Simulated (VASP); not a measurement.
Mg2Si3N, 6 atoms in the cell. The structure is hexagonal, space group P6/mmm (No. 191). Conventional cell: a = 5.410 Å, b = 5.410 Å, c = 3.278 Å, α = 90.00°, β = 90.00°, γ = 120.00°. Mg (site symmetry -6m2) has 6 Si at 2.26 Å within 3.0 Å. Si (site symmetry mmm) has 4 Mg at 2.26 Å and 4 Si at 2.71 Å within 3.0 Å. Within 4.1 Å of N (site symmetry 6/mmm) lie 6 Mg at 3.12 Å and 12 Si at 3.16 Å and 2 N at 3.28 Å. 

```yaml
Program: VASP 6.6.1
Task: relaxation of cell and atoms
Functional: PBE
Potentials_or_basis: VASP PAW PBE potentials, release 64 (Mg, Si, N)
Cutoff: 600 eV
k_mesh: 6 × 6 × 6
Occupations: gaussian, width 0.1 eV
Spin: collinear spin, ferromagnetic start
Starting_moments: "[0.0, 0.0, 0.0, 0.0, 0.0, 1.0] μB"
Dipole_correction: no
Further_INCAR_settings: ALGO = Normal; EDIFF = 1e-06; IBRION = 2; EDIFFG = -0.04; NSW = 90; ISIF = 3
```

Potentials or basis: VASP PAW PBE potentials, release 64 (Mg, Si, N).

Command:

```bash
$ cat potpaw_PBE.64/Mg/POTCAR potpaw_PBE.64/Si/POTCAR potpaw_PBE.64/N/POTCAR > POTCAR
$ mpirun -np 1 vasp_std > vasp.out
```

Hardware: 1 thread of Intel Xeon 6975P-C, with other jobs on the host.

**Question.** How long does it take, and how much memory?

**Answer.** Run time: 17 min on 1 thread of Intel Xeon 6975P-C, with other jobs on the host, peak memory 0.34 GiB. Counts: scf iterations 138, k points 28, ion steps 10.
